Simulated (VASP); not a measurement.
Set up this calculation in VASP 6.6.1, as the native input.

```
Task                   : single point
Functional             : PBE
Potentials or basis    : VASP PAW PBE potentials, release 64 (Cl, Na_pv)
Cutoff                 : 520 eV
k mesh                 : 8 × 8 × 8
Occupations            : fermi-dirac, width 0.05 eV
Spin                   : no spin polarisation
Dipole correction      : no
Further INCAR settings : ALGO = Normal; EDIFF = 1e-07; NBANDS = 14
```

The structure of NaCl lies in POSCAR:

```
NaCl
1.0
    3.5021900000      0.0000000000      0.0000000000
    0.0000000000      3.5021900000      0.0000000000
    0.0000000000      0.0000000000      3.5021900000
Cl Na
1 1
Direct
    0.5000000000      0.5000000000      0.5000000000
    0.0000000000      0.0000000000      0.0000000000
```

The input as run:

INCAR

```
PREC = Accurate
ENCUT = 520
EDIFF = 1E-7
ISMEAR = -1
SIGMA = 0.05
LREAL = F
LASPH = T
NELM = 60
ALGO = Normal
ISIF = 2
LWAVE = F
LCHARG = F
GGA = PE
NBANDS = 14
```

KPOINTS

```
Automatic mesh
0
Gamma
  8 8 8
```

Potentials or basis: VASP PAW PBE potentials, release 64 (Cl, Na_pv).

The run is started by

```bash
$ cat potpaw_PBE.64/Cl/POTCAR potpaw_PBE.64/Na_pv/POTCAR > POTCAR
$ mpirun -np 1 vasp_std > vasp.out
```

Results of the run:

| Item | Value |
| --- | --- |
| Pressure | 0.1 GPa |
| Band gap on the k mesh | 3.98 eV, indirect (least direct gap 4.47 eV) |

Wall time 15 s on 1 thread of Intel(R) Xeon(R) 6975P-C (Granite Rapids) (shared host), peak memory 0.15 GiB.
